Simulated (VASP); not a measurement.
Input of a VASP 6.6.1 run:

The input INCAR:

```
SYSTEM = CdO
  PREC = Accurate
  ENCUT = 700
  EDIFF = 1E-6
  ISMEAR = 0
  SIGMA = 0.1
  LREAL = .False.
  LASPH = .True.
  NELM = 120
  ALGO = Normal
  ISIF = 2
  LWAVE = .False.
  LCHARG = .True.
  GGA = PE
  LELF = .True.
  LVHAR = .True.
  NBANDS = 20
  GGA_COMPAT = .False.
```

Contents of KPOINTS:

```
regular mesh
0
Gamma
  16 16 16
  0 0 0
```

The input POSCAR:

```
CdO
1.0
    0.0000000000      2.1072032879      2.1072032879
    2.1072032879      0.0000000000      2.1072032879
    2.1072032879      2.1072032879      0.0000000000
Cd O
1 1
Direct
    0.0000000000      0.0000000000      0.0000000000
    0.5000000000      0.5000000000      0.5000000000
```

Potentials or basis: VASP PAW PBE potentials, release 64 (Cd_sv_GW, O).

Run with:

```console
$ cat potpaw_PBE.64/Cd_sv_GW/POTCAR potpaw_PBE.64/O/POTCAR > POTCAR
$ mpirun -np 1 vasp_std > vasp.out
```

(1) What does it give for the band gap on the k mesh?

(2) Estimate the pressure.

Answers

(1) 0.32 eV (least direct gap 3.50 eV).

(2) 112.5 GPa.

Caveat: the cell stands under pressure; semilocal functionals underestimate gaps, and a narrow one can read as zero.
